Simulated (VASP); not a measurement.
# InAs in VASP: notebook

Runs on InAs. Level: PBE. Tasks: single point.

Everything below comes from runs of VASP 6.6.1. Logs are shortened: lines on timing, memory, paths and dates and some standing lists are left out, and cuts for length are marked.

## Step 1: The cell of the first run

The structure is cubic, space group F-43m (No. 216). Conventional cell: a = 6.001 Å, b = 6.001 Å, c = 6.001 Å, α = 90.00°, β = 90.00°, γ = 90.00°. In (site symmetry -43m) has 4 As at 2.60 Å within 3.4 Å. Within 3.4 Å of As (site symmetry -43m) lie 4 In at 2.60 Å.

## Step 2: Single point, PBE (strain -0.030 along x and y, -0.030 along z)

INCAR

```
  ALGO = Normal
  EDIFF = 1E-6
  ENCUT = 520
  GGA = PE
  ISIF = 2
  ISMEAR = 0
  LASPH = True
  LCHARG = True
  LELF = True
  LREAL = False
  LVHAR = True
  LWAVE = False
  NBANDS = 16
  NELM = 60
  PREC = Accurate
  SIGMA = 0.15
```

KPOINTS

```
k-points
0
Gamma
  16 16 16
```

POSCAR

```
InAs
1.0
    0.0000000000      3.0005782682      3.0005782682
    3.0005782682      0.0000000000      3.0005782682
    3.0005782682      3.0005782682      0.0000000000
In As
1 1
Direct
    0.0000000000      0.0000000000      0.0000000000
    0.7500000000      0.7500000000      0.7500000000
```

Potentials or basis: VASP PAW PBE potentials, release 64 (In_d, As).

Started as:

```console
> cat potpaw_PBE.64/In_d/POTCAR potpaw_PBE.64/As/POTCAR > POTCAR
> mpirun -np 1 vasp_std > vasp.out
```

OUTCAR:

```text
EDIFF = 1E-6
   ENCUT = 520
   GGA = PE
   ISIF = 2
   ISMEAR = 0
   LASPH = True
   LREAL = False
   NELM = 60
   PREC = Accurate

 ion  position               nearest neighbor table
   1  0.000  0.000  0.000-   2 2.60   2 2.60   2 2.60   2 2.60
   2  0.750  0.750  0.750-   1 2.60   1 2.60   1 2.60   1 2.60

  LATTYP: Found a face centered cubic cell.
 ALAT       =     6.0011565364

  Lattice vectors:

 A1 = (   0.0000000000,   3.0005782682,   3.0005782682)
 A2 = (   3.0005782682,   0.0000000000,   3.0005782682)
 A3 = (   3.0005782682,   3.0005782682,   0.0000000000)

Analysis of symmetry for initial positions (statically):
=====================================================================
 Subroutine PRICEL returns:
 Original cell was already a primitive cell.

 Routine SETGRP: Setting up the symmetry group for a
 face centered cubic supercell.

 Subroutine GETGRP returns: Found 24 space group operations
 (whereof 24 operations were pure point group operations)
 out of a pool of 48 trial point group operations.

The static configuration has the point symmetry T_d .

Analysis of symmetry for dynamics (positions and initial velocities):
=====================================================================
 Subroutine PRICEL returns:
 Original cell was already a primitive cell.

 Routine SETGRP: Setting up the symmetry group for a
 face centered cubic supercell.

 Subroutine GETGRP returns: Found 24 space group operations
 (whereof 24 operations were pure point group operations)
 out of a pool of 48 trial point group operations.

The dynamic configuration has the point symmetry T_d .

 Subroutine INISYM returns: Found 24 space group operations
 (whereof 24 operations are pure point group operations),
 and found     1 'primitive' translations

----------------------------------------------------------------------------------------

                                     Primitive cell

  volume of cell :      54.0312

  direct lattice vectors                    reciprocal lattice vectors
     0.000000000  3.000578268  3.000578268    -0.166634547  0.166634547  0.166634547
     3.000578268  0.000000000  3.000578268     0.166634547 -0.166634547  0.166634547
     3.000578268  3.000578268  0.000000000     0.166634547  0.166634547 -0.166634547

  length of vectors
     4.243458482  4.243458482  4.243458482     0.288619501  0.288619501  0.288619501

  position of ions in fractional coordinates (direct lattice)
     0.000000000  0.000000000  0.000000000
     0.750000000  0.750000000  0.750000000

  ion indices of the primitive-cell ions
   primitive index   ion index
                 1           1
                 2           2

----------------------------------------------------------------------------------------

 KPOINTS: k-points

Automatic generation of k-mesh.
 Grid dimensions read from file:
 generate k-points for:   16   16   16

 Generating k-lattice:

  Cartesian coordinates                     Fractional coordinates (reciprocal lattice)
    -0.010414659  0.010414659  0.010414659     0.062500000  0.000000000  0.000000000
     0.010414659 -0.010414659  0.010414659     0.000000000  0.062500000  0.000000000
     0.010414659  0.010414659 -0.010414659     0.000000000  0.000000000  0.062500000

  Length of vectors
     0.018038719  0.018038719  0.018038719

  Shift w.r.t. Gamma in fractional coordinates (k-lattice)
     0.000000000  0.000000000  0.000000000

 Subroutine IBZKPT returns following result:
 ===========================================

 Found    145 irreducible k-points:

 Following reciprocal coordinates:
            Coordinates               Weight
  0.000000  0.000000  0.000000      1.000000
  0.062500  0.000000  0.000000      8.000000
  0.125000  0.000000  0.000000      8.000000
  0.187500  0.000000  0.000000      8.000000
  0.250000  0.000000  0.000000      8.000000
  0.312500  0.000000  0.000000      8.000000
[... 16 lines left out ...]
 -0.125000  0.062500  0.000000     24.000000
 -0.062500  0.062500  0.000000     12.000000
 [... further k-points ...]
   k-points           NKPTS =    145   k-points in BZ     NKDIM =    145   number of bands    NBANDS=     16
   number of dos      NEDOS =    301   number of ions     NIONS =      2
   total plane-waves  NPLWV =  32768
   dimension x,y,z NGX =    32 NGY =   32 NGZ =   32
   dimension x,y,z NGXF=    64 NGYF=   64 NGZF=   64
   ions per type =               1   1
   NGX,Y,Z   is equivalent  to a cutoff of  12.54, 12.54, 12.54 a.u.
   NGXF,Y,Z  is equivalent  to a cutoff of  25.07, 25.07, 25.07 a.u.
 SYSTEM =  unknown system
   PREC   = accura    normal or accurate (medium, high low for compatibility)
   ISTART =      0    job   : 0-new  1-cont  2-samecut
   ICHARG =      2    charge: 1-file 2-atom 10-const
   ISPIN  =      1    spin polarized calculation?
   LNONCOLLINEAR =      F non collinear calculations
   LSORBIT =      F    spin-orbit coupling
   LASPH  =      T    aspherical Exc in radial PAW
   ENCUT  =  520.0 eV  38.22 Ry    6.18 a.u.   7.89  7.89  7.89*2*pi/ulx,y,z
   NELM   =     60;   NELMIN=  2; NELMDL= -5     # of ELM steps
   EDIFF  = 0.1E-05   stopping-criterion for ELM
   LREAL  =      F    real-space projection
[... 7 lines left out ...]
   TEBEG  =    0.0;   TEEND  =   0.0 temperature during run
   PSTRESS=    0.0 pullay stress
   NELECT =      18.0000    total number of electrons
   NUPDOWN=      -1.0000    fix difference up-down
   EMIN   =  10.00;   EMAX   =-10.00  energy-range for DOS
   EFERMI =   0.00;   METHOD = LEGACY
   ISMEAR =     0;   SIGMA  =   0.15  broadening in eV -4-tet -1-fermi 0-gaus
   EFERMI_NEDOS =   21; number of points for ismear=-14 and -15
   IALGO  =     38    algorithm
   IMIX   =      4    mixing-type and parameters
     AMIX     =   0.40;   BMIX     =  1.00
     AMIX_MAG =   1.60;   BMIX_MAG =  1.00
  volume/ion in A,a.u.               =      27.02       182.31
  Fermi-wavevector in a.u.,A,eV,Ry     =   1.134882  2.144616 17.523721  1.287957
  Thomas-Fermi vector in A             =   2.271586
   LORBIT       =      0    0 simple, 1 ext, 2 COOP (PROOUT), +10 PAW based schemes
   GGA     = PE    functional components
   LHFCALC =     F    Hartree Fock is set to
   AEXX    =    0.0000 exact exchange contribution
   IVDW    =     0    specifies the selected vdW correction
   LEPSILON=     F    determine dielectric tensor
   LRPA    =     F    only Hartree local field effects (RPA)
 non-spin polarized calculation
 Gauss-broadening in eV      SIGMA  =   0.15
  energy-cutoff  :      520.00
  volume of cell :       54.03
 maximum number of plane-waves:      1475
   NGX = 15   NGY = 15   NGZ = 15

 number of electron      17.9999997 magnetization

 Free energy of the ion-electron system (eV)
  ---------------------------------------------------
  ext. energy  EPLUGINS =         0.00000000
  ---------------------------------------------------
  free energy    TOTEN  =        -7.63604888 eV

  energy without entropy =       -7.63592991  energy(sigma->0) =       -7.63598939

 E-fermi :   4.8934     XC(G=0):  -9.1943

 val. band max:        4.7413855654   @ k =   0.0000   0.0000   0.0000
 cond. band min:       5.4410425171   @ k =   0.0625   0.0000   0.0000
 fundamental gap:      0.6996569517
 Fermi energy:         4.8933579965

 k-point     1 :       0.0000    0.0000    0.0000
  band No.  band energies     occupation
      1      -9.6986      2.00000
      2      -9.6986      2.00000
      3      -9.6986      2.00000
      4      -9.5629      2.00000
      5      -9.5629      2.00000
      6      -7.2705      2.00000
[... 8 lines left out ...]
     15      14.4823      0.00000
     16      14.4823      0.00000

 k-point     2 :       0.0625    0.0000    0.0000
  band No.  band energies     occupation
      1      -9.7045      2.00000
      2      -9.6969      2.00000
      3      -9.6969      2.00000
      4      -9.5629      2.00000
      5      -9.5629      2.00000
      6      -7.2278      2.00000
[... 8 lines left out ...]
     15      14.0627      0.00000
     16      14.0627      0.00000

 k-point     3 :       0.1250    0.0000    0.0000
  band No.  band energies     occupation
      1      -9.7209      2.00000
      2      -9.6922      2.00000
      3      -9.6922      2.00000
      4      -9.5630      2.00000
      5      -9.5630      2.00000
      6      -7.1021      2.00000
[... 8 lines left out ...]
     15      13.5786      0.00000
     16      13.5786      0.00000

 k-point     4 :       0.1875    0.0000    0.0000
  band No.  band energies     occupation
      1      -9.7444      2.00000
      2      -9.6856      2.00000
      3      -9.6856      2.00000
      4      -9.5627      2.00000
      5      -9.5627      2.00000
      6      -6.9015      2.00000
[... 8 lines left out ...]
     15      13.3088      0.00000
     16      13.3788      0.00000

 k-point     5 :       0.2500    0.0000    0.0000
  band No.  band energies     occupation
      1      -9.7707      2.00000
      2      -9.6786      2.00000
      3      -9.6785      2.00000
      4      -9.5616      2.00000
      5      -9.5616      2.00000
      6      -6.6404      2.00000
[... 8 lines left out ...]
     15      13.3362      0.00000
     16      13.3362      0.00000

 k-point     6 :       0.3125    0.0000    0.0000
  band No.  band energies     occupation
      1      -9.7957      2.00000
      2      -9.6723      2.00000
      3      -9.6723      2.00000
      4      -9.5596      2.00000
      5      -9.5596      2.00000
      6      -6.3425      2.00000
[... 8 lines left out ...]
     15      13.6870      0.00000
     16      13.6870      0.00000

 k-point     7 :       0.3750    0.0000    0.0000
  band No.  band energies     occupation
      1      -9.8160      2.00000
      2      -9.6679      2.00000
      3      -9.6679      2.00000
      4      -9.5570      2.00000
      5      -9.5570      2.00000
      6      -6.0473      2.00000
[... 8 lines left out ...]
     15      14.3070      0.00000
     16      14.3070      0.00000

 k-point     8 :       0.4375    0.0000    0.0000
  band No.  band energies     occupation
      1      -9.8292      2.00000
      2      -9.6653      2.00000
      3      -9.6653      2.00000
      4      -9.5549      2.00000
      5      -9.5549      2.00000
      6      -5.8173      2.00000
[... 8 lines left out ...]
     15      15.0738      0.00000
     16      15.0738      0.00000

 k-point     9 :       0.5000    0.0000    0.0000
  band No.  band energies     occupation
      1      -9.8338      2.00000
      2      -9.6644      2.00000
      3      -9.6644      2.00000
      4      -9.5541      2.00000
      5      -9.5541      2.00000
      6      -5.7278      2.00000
[... 8 lines left out ...]
     15      15.5788      0.00000
     16      15.5788      0.00000
[... 172 lines left out ...]
 k-point    19 :      -0.3750    0.0625    0.0000
  band No.  band energies     occupation
      1      -9.8231      2.00000
      2      -9.6655      2.00000
      3      -9.6649      2.00000
      4      -9.5586      2.00000
      5      -9.5553      2.00000
      6      -5.9316      2.00000
[... 8 lines left out ...]
     15      14.0736      0.00000
     16      15.2357      0.00000

 k-point    20 :      -0.3125    0.0625    0.0000
  band No.  band energies     occupation
      1      -9.8056      2.00000
      2      -9.6700      2.00000
      3      -9.6680      2.00000
      4      -9.5618      2.00000
      5      -9.5568      2.00000
      6      -6.2110      2.00000
[... 8 lines left out ...]
     15      13.3888      0.00000
     16      14.5693      0.00000

 k-point    21 :      -0.2500    0.0625    0.0000
  band No.  band energies     occupation
      1      -9.7827      2.00000
      2      -9.6763      2.00000
      3      -9.6729      2.00000
      4      -9.5641      2.00000
      5      -9.5586      2.00000
      6      -6.5111      2.00000
[... 8 lines left out ...]
     15      13.2286      0.00000
     16      14.1118      0.00000

 k-point    22 :      -0.1875    0.0625    0.0000
  band No.  band energies     occupation
      1      -9.7575      2.00000
      2      -9.6835      2.00000
      3      -9.6793      2.00000
      4      -9.5651      2.00000
      5      -9.5601      2.00000
      6      -6.7857      2.00000
[... 8 lines left out ...]
     15      13.2814      0.00000
     16      13.9915      0.00000

 k-point    23 :      -0.1250    0.0625    0.0000
  band No.  band energies     occupation
      1      -9.7335      2.00000
      2      -9.6902      2.00000
      3      -9.6862      2.00000
      4      -9.5649      2.00000
      5      -9.5612      2.00000
      6      -7.0067      2.00000
[... 8 lines left out ...]
     15      13.3825      0.00000
     16      13.7429      0.00000

 k-point    24 :      -0.0625    0.0625    0.0000
  band No.  band energies     occupation
      1      -9.7146      2.00000
      2      -9.6950      2.00000
      3      -9.6925      2.00000
      4      -9.5640      2.00000
      5      -9.5620      2.00000
      6      -7.1574      2.00000
[... 8 lines left out ...]
     15      13.4736      0.00000
     16      13.8871      0.00000

 [... further k-points ...]
[... 5 lines left out ...]
  --------------------------------------------------------------------------------------
  -------------------------------------------------------------------------------------
  Total        1.8768715      1.8768715      1.8768715      0.0000000      0.0000000      0.0000000
  in kB       55.6544954     55.6544954     55.6544954      0.0000000      0.0000000      0.0000000
  external PRESSURE =      55.6544954 kB  Pullay stress =       0.0000000 kB

 VOLUME and BASIS-vectors are now :
 -----------------------------------------------------------------------------
  energy-cutoff  :      520.00
  volume of cell :       54.03
      direct lattice vectors                 reciprocal lattice vectors
     0.000000000  3.000578268  3.000578268    -0.166634547  0.166634547  0.166634547
     3.000578268  0.000000000  3.000578268     0.166634547 -0.166634547  0.166634547
     3.000578268  3.000578268  0.000000000     0.166634547  0.166634547 -0.166634547

 POSITION                                       TOTAL-FORCE (eV/Angst)
 -----------------------------------------------------------------------------------
      0.00000      0.00000      0.00000        -0.000000     -0.000000     -0.000000
      4.50087      4.50087      4.50087         0.000000      0.000000      0.000000
 -----------------------------------------------------------------------------------
    total drift:                                0.000000      0.000000      0.000000

  FREE ENERGIE OF THE ION-ELECTRON SYSTEM (eV)
  ---------------------------------------------------
  free  energy   TOTEN  =        -7.6360488828 eV

  energy  without entropy=       -7.6359299066  energy(sigma->0) =       -7.63598939
```

It took 37 s on 1 thread of Intel Xeon 6975P-C (Granite Rapids), shared host; peak memory 0.26 GiB.

What came out:

| Property | Result |
| --- | --- |
| Free energy | -7.6360 eV |
| Pressure | 5.6 GPa |
| Band gap on the k mesh | zero (filled and empty bands touch) |

Caveat: the cell differs from its parent crystal (strain -0.030 along x and y, -0.030 along z); spin-orbit coupling is left out, which moves the levels of the heavy elements.

[end of part 1 of 2]
